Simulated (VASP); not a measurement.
Write the native input for VASP 6.6.1 that does the following.

```
Task                   : single point
Functional             : r2SCAN
Potentials or basis    : VASP PAW PBE potentials, release 64 (Ga_d)
Cutoff                 : 520 eV
k mesh                 : 10 × 10 × 10
Occupations            : fermi-dirac, width 0.05 eV
Spin                   : no spin polarisation
Dipole correction      : no
Further INCAR settings : ALGO = Normal; EDIFF = 1e-06; NBANDS = 12
```

Ga:

```
Ga
1.0
     2.71648    0.00000    0.00000
     0.00000    2.71648    0.00000
     0.00000    0.00000    2.71648
Ga
1
Direct
  0.00000 0.00000 0.00000
```

The input as run:

POSCAR

```
Ga
1.0
    2.7164800000      0.0000000000      0.0000000000
    0.0000000000      2.7164800000      0.0000000000
    0.0000000000      0.0000000000      2.7164800000
Ga
1
Direct
    0.0000000000      0.0000000000      0.0000000000
```

INCAR.step1

```
PREC = Accurate ; ENCUT = 520
ISMEAR = -1 ; SIGMA = 0.05
LREAL = F ; LASPH = T
NELM = 100 ; NBANDS = 12
GGA = PE ; ALGO = Normal
EDIFF = 1E-4 ; LWAVE = T
LCHARG = F
```

INCAR.step2

```
PREC = Accurate ; ENCUT = 520
EDIFF = 1E-6 ; ISMEAR = -1
SIGMA = 0.05 ; LREAL = F
LASPH = T ; NELM = 100
ALGO = Normal ; ISIF = 2
LWAVE = F ; LCHARG = F
METAGGA = R2SCAN ; LMIXTAU = T
NBANDS = 12 ; ISTART = 1
```

KPOINTS

```
regular mesh
0
Gamma
  10 10 10
```

Potentials or basis: VASP PAW PBE potentials, release 64 (Ga_d).

The run is started by

```sh
$ cat potpaw_PBE.64/Ga_d/POTCAR > POTCAR
$ cp INCAR.step1 INCAR
$ mpirun -np 1 vasp_std > vasp.out
$ cp INCAR.step2 INCAR
$ mpirun -np 1 vasp_std > vasp.out
```

It gave:

```
Pressure : -2.6 GPa
```

Caveat: the PAW data sets were made with another functional, which shifts forces and pressure a little.

Wall time 15 s on 1 thread of Intel(R) Xeon(R) 6975P-C (Granite Rapids) (shared host), peak memory 0.13 GiB.
